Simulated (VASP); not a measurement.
# GaP (gwk) (F-43m) in VASP: single point with PBE

Aim: the single point of GaP (gwk) with PBE.

Program: VASP 6.6.1. These are calculated values, not measurements. Logs are shortened: lines on timing, memory, paths and dates and some standing lists are left out, and cuts for length are marked.

### 1 The cell of the first run

Symmetry: F-43m, No. 216, cubic system. Conventional cell: a = 5.438 Å, b = 5.438 Å, c = 5.438 Å, α = 90.00°, β = 90.00°, γ = 90.00°. Within 3.1 Å of Ga (site symmetry -43m) lie 4 P at 2.35 Å. Within 3.1 Å of P (site symmetry -43m) lie 4 Ga at 2.35 Å.

### 2 Single point, PBE

The input, INCAR:

```
PREC     = Accurate       # precision mode
ENCUT    = 500            # plane-wave cutoff, eV
EDIFF    = 1E-6           # SCF threshold, eV
ISMEAR   = 0              # smearing method
SIGMA    = 0.01           # smearing width, eV
LREAL    = False          # projectors in reciprocal space
LASPH    = True           # aspherical terms in the spheres
NELM     = 120            # most SCF steps
ALGO     = Normal         # electronic algorithm
ISIF     = 2              # what is computed and relaxed
LWAVE    = False          # write WAVECAR
LCHARG   = False          # write CHGCAR
GGA      = PE             # functional
NBANDS   = 16             # bands
GGA_COMPAT= False
```

The input, KPOINTS:

```
Automatic mesh
0
Gamma
  6 6 6
```

The input, POSCAR:

```
GaP
1.0
    0.0000000000      2.7192250961      2.7192250961
    2.7192250961      0.0000000000      2.7192250961
    2.7192250961      2.7192250961      0.0000000000
Ga P
1 1
Direct
    0.0000000000      0.0000000000      0.0000000000
    0.2500000000      0.2500000000      0.2500000000
```

Potentials or basis: VASP PAW PBE potentials, release 64 (Ga_d, P).

On the command line:

```
cat potpaw_PBE.64/Ga_d/POTCAR potpaw_PBE.64/P/POTCAR > POTCAR
mpirun -np 1 vasp_std > vasp.out
```

OUTCAR:

```text
PREC = Accurate
   ENCUT = 500
   EDIFF = 1E-6
   ISMEAR = 0
   LREAL = False
   LASPH = True
   NELM = 120
   ISIF = 2
   GGA = PE

 ion  position               nearest neighbor table
   1  0.000  0.000  0.000-   2 2.35   2 2.35   2 2.35   2 2.35
   2  0.250  0.250  0.250-   1 2.35   1 2.35   1 2.35   1 2.35

  LATTYP: Found a face centered cubic cell.
 ALAT       =     5.4384501922

  Lattice vectors:

 A1 = (   0.0000000000,   2.7192250961,   2.7192250961)
 A2 = (   2.7192250961,   0.0000000000,   2.7192250961)
 A3 = (   2.7192250961,   2.7192250961,   0.0000000000)

Analysis of symmetry for initial positions (statically):
=====================================================================
 Subroutine PRICEL returns:
 Original cell was already a primitive cell.

 Routine SETGRP: Setting up the symmetry group for a
 face centered cubic supercell.

 Subroutine GETGRP returns: Found 24 space group operations
 (whereof 24 operations were pure point group operations)
 out of a pool of 48 trial point group operations.

The static configuration has the point symmetry T_d .

Analysis of symmetry for dynamics (positions and initial velocities):
=====================================================================
 Subroutine PRICEL returns:
 Original cell was already a primitive cell.

 Routine SETGRP: Setting up the symmetry group for a
 face centered cubic supercell.

 Subroutine GETGRP returns: Found 24 space group operations
 (whereof 24 operations were pure point group operations)
 out of a pool of 48 trial point group operations.

The dynamic configuration has the point symmetry T_d .

 Subroutine INISYM returns: Found 24 space group operations
 (whereof 24 operations are pure point group operations),
 and found     1 'primitive' translations

----------------------------------------------------------------------------------------

                                     Primitive cell

  volume of cell :      40.2129

  direct lattice vectors                    reciprocal lattice vectors
     0.000000000  2.719225096  2.719225096    -0.183875914  0.183875914  0.183875914
     2.719225096  0.000000000  2.719225096     0.183875914 -0.183875914  0.183875914
     2.719225096  2.719225096  0.000000000     0.183875914  0.183875914 -0.183875914

  length of vectors
     3.845565010  3.845565010  3.845565010     0.318482425  0.318482425  0.318482425

  position of ions in fractional coordinates (direct lattice)
     0.000000000  0.000000000  0.000000000
     0.250000000  0.250000000  0.250000000

  ion indices of the primitive-cell ions
   primitive index   ion index
                 1           1
                 2           2

----------------------------------------------------------------------------------------

 KPOINTS: Automatic mesh

Automatic generation of k-mesh.
 Grid dimensions read from file:
 generate k-points for:    6    6    6

 Generating k-lattice:

  Cartesian coordinates                     Fractional coordinates (reciprocal lattice)
    -0.030645986  0.030645986  0.030645986     0.166666667  0.000000000  0.000000000
     0.030645986 -0.030645986  0.030645986     0.000000000  0.166666667  0.000000000
     0.030645986  0.030645986 -0.030645986     0.000000000  0.000000000  0.166666667

  Length of vectors
     0.053080404  0.053080404  0.053080404

  Shift w.r.t. Gamma in fractional coordinates (k-lattice)
     0.000000000  0.000000000  0.000000000

 Subroutine IBZKPT returns following result:
 ===========================================

 Found     16 irreducible k-points:

 Following reciprocal coordinates:
            Coordinates               Weight
  0.000000  0.000000  0.000000      1.000000
  0.166667  0.000000  0.000000      8.000000
  0.333333  0.000000  0.000000      8.000000
  0.500000  0.000000  0.000000      4.000000
  0.166667  0.166667  0.000000      6.000000
  0.333333  0.166667  0.000000     24.000000
[... 8 lines left out ...]
 -0.333333  0.333333  0.166667     24.000000
 -0.333333  0.500000  0.166667     12.000000
   k-points           NKPTS =     16   k-points in BZ     NKDIM =     16   number of bands    NBANDS=     16
   number of dos      NEDOS =    301   number of ions     NIONS =      2
   total plane-waves  NPLWV =  21952
   dimension x,y,z NGX =    28 NGY =   28 NGZ =   28
   dimension x,y,z NGXF=    56 NGYF=   56 NGZF=   56
   ions per type =               1   1
   NGX,Y,Z   is equivalent  to a cutoff of  12.10, 12.10, 12.10 a.u.
   NGXF,Y,Z  is equivalent  to a cutoff of  24.21, 24.21, 24.21 a.u.
 SYSTEM =  unknown system
   PREC   = accura    normal or accurate (medium, high low for compatibility)
   ISTART =      0    job   : 0-new  1-cont  2-samecut
   ICHARG =      2    charge: 1-file 2-atom 10-const
   ISPIN  =      1    spin polarized calculation?
   LNONCOLLINEAR =      F non collinear calculations
   LSORBIT =      F    spin-orbit coupling
   LASPH  =      T    aspherical Exc in radial PAW
   ENCUT  =  500.0 eV  36.75 Ry    6.06 a.u.   7.01  7.01  7.01*2*pi/ulx,y,z
   NELM   =    120;   NELMIN=  2; NELMDL= -5     # of ELM steps
   EDIFF  = 0.1E-05   stopping-criterion for ELM
   LREAL  =      F    real-space projection
   EDIFFG = 0.1E-04   stopping-criterion for IOM
   NSW    =      0    number of steps for IOM
   IBRION =     -1    ionic relax: 0-MD 1-quasi-New 2-CG
   NFREE  =      0    steps in history (QN), initial steepest desc. (CG)
   ISIF   =      2    stress and relaxation
   ISYM   =      2    0-nonsym 1-usesym 2-fastsym
   POTIM  = 0.5000    time-step for ionic-motion
   TEBEG  =    0.0;   TEEND  =   0.0 temperature during run
   PSTRESS=    0.0 pullay stress
   NELECT =      18.0000    total number of electrons
   NUPDOWN=      -1.0000    fix difference up-down
   EMIN   =  10.00;   EMAX   =-10.00  energy-range for DOS
   EFERMI =   0.00;   METHOD = LEGACY
   ISMEAR =     0;   SIGMA  =   0.01  broadening in eV -4-tet -1-fermi 0-gaus
   EFERMI_NEDOS =   21; number of points for ismear=-14 and -15
   IALGO  =     38    algorithm
   IMIX   =      4    mixing-type and parameters
     AMIX     =   0.40;   BMIX     =  1.00
     AMIX_MAG =   1.60;   BMIX_MAG =  1.00
  volume/ion in A,a.u.               =      20.11       135.69
  Fermi-wavevector in a.u.,A,eV,Ry     =   1.252306  2.366515 21.337618  1.568271
  Thomas-Fermi vector in A             =   2.386213
   LORBIT       =      0    0 simple, 1 ext, 2 COOP (PROOUT), +10 PAW based schemes
   GGA     = PE    functional components
   LHFCALC =     F    Hartree Fock is set to
   AEXX    =    0.0000 exact exchange contribution
   IVDW    =     0    specifies the selected vdW correction
   LEPSILON=     F    determine dielectric tensor
   LRPA    =     F    only Hartree local field effects (RPA)
 non-spin polarized calculation
 Gauss-broadening in eV      SIGMA  =   0.01
  energy-cutoff  :      500.00
  volume of cell :       40.21
 maximum number of plane-waves:      1034
   NGX = 13   NGY = 13   NGZ = 13

 number of electron      18.0000015 magnetization

 Free energy of the ion-electron system (eV)
  ---------------------------------------------------
  ext. energy  EPLUGINS =         0.00000000
  ---------------------------------------------------
  free energy    TOTEN  =        -9.09756961 eV

  energy without entropy =       -9.09756961  energy(sigma->0) =       -9.09756961

 E-fermi :   4.7685     XC(G=0):  -9.8604

 val. band max:        4.7268323722   @ k =   0.0000   0.0000   0.0000
 cond. band min:       6.3637727706   @ k =   0.5000   0.5000   0.0000
 fundamental gap:      1.6369403985
 Fermi energy:         4.7685449826

 k-point     1 :       0.0000    0.0000    0.0000
  band No.  band energies     occupation
      1      -9.8424      2.00000
      2      -9.8424      2.00000
      3      -9.8424      2.00000
      4      -9.7409      2.00000
      5      -9.7409      2.00000
      6      -7.8163      2.00000
[... 8 lines left out ...]
     15      14.5201      0.00000
     16      14.5201      0.00000

 k-point     2 :       0.1667    0.0000    0.0000
  band No.  band energies     occupation
      1      -9.8661      2.00000
      2      -9.8345      2.00000
      3      -9.8345      2.00000
      4      -9.7408      2.00000
      5      -9.7408      2.00000
      6      -7.4570      2.00000
[... 8 lines left out ...]
     15      13.6963      0.00000
     16      14.8104      0.00000

 k-point     3 :       0.3333    0.0000    0.0000
  band No.  band energies     occupation
      1      -9.9074      2.00000
      2      -9.8216      2.00000
      3      -9.8216      2.00000
      4      -9.7372      2.00000
      5      -9.7372      2.00000
      6      -6.5007      2.00000
[... 8 lines left out ...]
     15      14.3829      0.00000
     16      14.4479      0.00000

 k-point     4 :       0.5000    0.0000    0.0000
  band No.  band energies     occupation
      1      -9.9260      2.00000
      2      -9.8172      2.00000
      3      -9.8172      2.00000
      4      -9.7333      2.00000
      5      -9.7333      2.00000
      6      -5.7276      2.00000
[... 8 lines left out ...]
     15      16.4330      0.00000
     16      16.4330      0.00000
[... 172 lines left out ...]
 k-point    14 :       0.5000    0.3333    0.1667
  band No.  band energies     occupation
      1      -9.9311      2.00000
      2      -9.8074      2.00000
      3      -9.7961      2.00000
      4      -9.7554      2.00000
      5      -9.7298      2.00000
      6      -5.7174      2.00000
[... 8 lines left out ...]
     15      16.5868      0.00000
     16      18.0392      0.00000

 k-point    15 :      -0.3333    0.3333    0.1667
  band No.  band energies     occupation
      1      -9.9373      2.00000
      2      -9.8073      2.00000
      3      -9.7892      2.00000
      4      -9.7519      2.00000
      5      -9.7330      2.00000
      6      -5.0561      2.00000
[... 8 lines left out ...]
     15      17.2409      0.00000
     16      17.5456      0.00000

 k-point    16 :      -0.3333    0.5000    0.1667
  band No.  band energies     occupation
      1      -9.9483      2.00000
      2      -9.7958      2.00000
      3      -9.7812      2.00000
      4      -9.7619      2.00000
      5      -9.7274      2.00000
      6      -4.7480      2.00000
[... 8 lines left out ...]
     15      16.6611      0.00000
     16      18.3747      0.00000

------------------------ aborting loop because EDIFF is reached ----------------------------------------

  FORCE on cell =-STRESS in cart. coord.  units (eV):
  Direction    XX          YY          ZZ          XY          YZ          ZX
  --------------------------------------------------------------------------------------
  -------------------------------------------------------------------------------------
  Total        0.7610395      0.7610395      0.7610395      0.0000000      0.0000000     -0.0000000
  in kB       30.3216139     30.3216139     30.3216139      0.0000000      0.0000000     -0.0000000
  external PRESSURE =      30.3216139 kB  Pullay stress =       0.0000000 kB

 VOLUME and BASIS-vectors are now :
 -----------------------------------------------------------------------------
  energy-cutoff  :      500.00
  volume of cell :       40.21
      direct lattice vectors                 reciprocal lattice vectors
     0.000000000  2.719225096  2.719225096    -0.183875914  0.183875914  0.183875914
     2.719225096  0.000000000  2.719225096     0.183875914 -0.183875914  0.183875914
     2.719225096  2.719225096  0.000000000     0.183875914  0.183875914 -0.183875914

 POSITION                                       TOTAL-FORCE (eV/Angst)
 -----------------------------------------------------------------------------------
      0.00000      0.00000      0.00000         0.000000      0.000000      0.000000
      1.35961      1.35961      1.35961        -0.000000     -0.000000     -0.000000
 -----------------------------------------------------------------------------------
    total drift:                                0.000001      0.000001      0.000001

  FREE ENERGIE OF THE ION-ELECTRON SYSTEM (eV)
  ---------------------------------------------------
  free  energy   TOTEN  =        -9.0975696099 eV

  energy  without entropy=       -9.0975696099  energy(sigma->0) =       -9.09756961
```

It took 17 s on 1 thread of Intel Xeon Platinum 8488C (Sapphire Rapids), shared host; peak memory 0.15 GiB.

What came out:

```yaml
Free_energy: -9.0976 eV
Pressure: 3.0 GPa
Band_gap_on_the_k_mesh: 1.64 eV, indirect (least direct gap 1.88 eV)
```

A k mesh can miss the band edges. PBE gaps usually lie below the measured ones, often by a third to a half.
